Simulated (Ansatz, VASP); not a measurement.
**Two plane-wave programs on CdS**

File POSCAR:

```
CdS
1.0
    0.0000000000      2.9165000000      2.9165000000
    2.9165000000      0.0000000000      2.9165000000
    2.9165000000      2.9165000000      0.0000000000
Cd S
1 1
Direct
    0.0000000000      0.0000000000      0.0000000000
    0.7500000000      0.7500000000      0.7500000000
```

File INCAR.step1:

```
SYSTEM = CdS
PREC = Accurate
ENCUT = 500
EDIFF = 1E-5
ISMEAR = -1
SIGMA = 0.05
LREAL = .False.
LASPH = .True.
NELM = 120
ALGO = Normal
LWAVE = .True.
LCHARG = .False.
GGA = PE
NBANDS = 16
GGA_COMPAT = .False.
IBRION = 2
ISIF = 3
EDIFFG = -0.005
NELMIN = 4
NSW = 100
```

The input INCAR.step2:

```
SYSTEM = CdS
PREC = Accurate
ENCUT = 500
EDIFF = 1E-7
ISMEAR = -1
SIGMA = 0.05
LREAL = .False.
LASPH = .True.
NELM = 120
ALGO = Normal
ISIF = 3
LWAVE = .False.
LCHARG = .False.
GGA = PE
LHFCALC = .True.
AEXX = 0.25
HFSCREEN = 0.3
PRECFOCK = Normal
IBRION = 2
NSW = 60
EDIFFG = -0.01
ISTART = 1
GGA_COMPAT = .False.
NELMIN = 4
```

KPOINTS

```
regular mesh
0
Gamma
  4 4 4
  0 0 0
```

input.yaml

```yaml
crystal:
  lattice:
    - [0.0, 2.9165, 2.9165]
    - [2.9165, 0.0, 2.9165]
    - [2.9165, 2.9165, 0.0]
  atoms:
    - { symbol: Cd, position: [0.0, 0.0, 0.0] }
    - { symbol: S, position: [0.75, 0.75, 0.75] }
hamiltonian:
  xc: { exchange: pbe, correlation: pbe, exx: { coeff: 0.25, omega: 0.3 } }
  pseudopotentials: { kind: paw }
kpoints:
  mp_grid: { grid: [4, 4, 4] }
scf:
  occupations: { method: fermi_dirac, width: 0.05 }
output:
  forces: true
  stress: true
relax:
  f_tol: 0.01
  max_steps: 40
  cell: { stress_tol: 0.05 }
```

Alike in both runs: task relaxation of cell and atoms; functional PBE-based screened hybrid with a share of 0.25 of exact exchange and HFSCREEN = 0.3; k mesh 4 × 4 × 4; occupations fermi-dirac, width 0.05 eV; no spin polarisation.

|  | VASP | Ansatz |
| --- | --- | --- |
| version | VASP 6.6.1 | Ansatz 0.2.0 |
| potentials or method | VASP PAW PBE potentials, release 64 (Cd, S) | Ansatz PAW |
| plane-wave cutoff (eV) | 500 | 420 |
| valence electrons in the cell | 18 | 26 |

|  | VASP | Ansatz | Ansatz less VASP |
| --- | --- | --- | --- |
| gap on the k mesh at the Fermi level, each at its own relaxed structure (eV) | 1.89 | 1.90 | +0.008 |
| relaxed volume (Å³/atom) | 25.73 | 25.61 | -0.114 |
| relaxed length of the cell vector where the two differ most in proportion (Å) | 4.175 | 4.169 | -0.0062 |

VASP's potentials were made for PBE, not for PBE-based screened hybrid. VASP's potentials hold 18 valence electrons a cell and Ansatz's 26, so a difference there can come from the potentials and not from the codes.

The k mesh is coarse, so the values compare programs but aren't converged. Noted on Ansatz's run: the plane-wave basis is chosen anew once the cell has moved, so the energies of steps on either side of that aren't comparable.
